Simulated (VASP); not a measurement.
A run of VASP 6.6.1 is set up as follows.

File INCAR:

```
SYSTEM = KCl
ALGO = Normal
EDIFF = 1E-6
ENCUT = 520
GGA = PS
ISIF = 2
ISMEAR = -1
LASPH = .True.
LCHARG = .True.
LELF = .True.
LREAL = .False.
LVHAR = .True.
LWAVE = .False.
NBANDS = 15
NELM = 100
PREC = Accurate
SIGMA = 0.03
```

Contents of KPOINTS:

```
k-points
0
Gamma
  6 6 6
  0 0 0
```

Contents of POSCAR:

```
KCl
1.0
    3.7395754092      0.0000000000      0.0000000000
    0.0000000000      3.7395754092      0.0000000000
    0.0000000000      0.0000000000      3.7395754092
K Cl
1 1
Direct
    0.0000000000      0.0000000000      0.0000000000
    0.5000000000      0.5000000000      0.5000000000
```

Potentials or basis: VASP PAW PBE potentials, release 64 (K_sv, Cl).

Run with:

```sh
$ cat potpaw_PBE.64/K_sv/POTCAR potpaw_PBE.64/Cl/POTCAR > POTCAR
$ mpirun -np 1 vasp_std > vasp.out
```

Task: Estimate the band gap on the k mesh.

Result: 4.95 eV, indirect (least direct gap 5.17 eV).

Task: What does it give for the pressure?

Result: 0.0 GPa.

Caveat: the PAW data sets were made with another functional, which shifts forces and pressure a little. A k mesh can miss the band edges.
